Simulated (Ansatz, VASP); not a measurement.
# InPd: VASP beside Ansatz

```xyz
2
Lattice="3.2719 0.0000 0.0000 0.0000 3.2719 0.0000 0.0000 0.0000 3.2719" Properties=species:S:1:pos:R:3 pbc="T T T"
In    0.0000    0.0000    0.0000
Pd    1.6359    1.6359    1.6359
```

Alike in both runs: task relaxation of cell and atoms; functional r2SCAN; k mesh 14 × 14 × 14; occupations fermi-dirac, width 0.1 eV; no spin polarisation.

|  | VASP | Ansatz |
| --- | --- | --- |
| version | VASP 6.6.1 | Ansatz 0.2.0 |
| potentials or method | VASP PAW PBE potentials, release 64 (In_d, Pd) | PAW with Ansatz's default frozen-core files, scalar-relativistic |
| plane-wave cutoff (eV) | 600 | 500 |
| valence electrons in the cell | 23 | 31 |

Ansatz gave:

| Item | Value |
| --- | --- |
| relaxed volume (Å³/atom) | 17.44 |
| relaxed cell length with the largest relative difference (Å) | 3.267 |

What did VASP give for the same quantities?

Relaxed volume (Å³/atom): 17.52; relaxed cell length with the largest relative difference (Å): 3.272.

VASP's potentials were made for PBE, not for r2SCAN. VASP's potentials hold 23 valence electrons a cell and Ansatz's 31, so a difference there can come from the potentials and not from the codes.
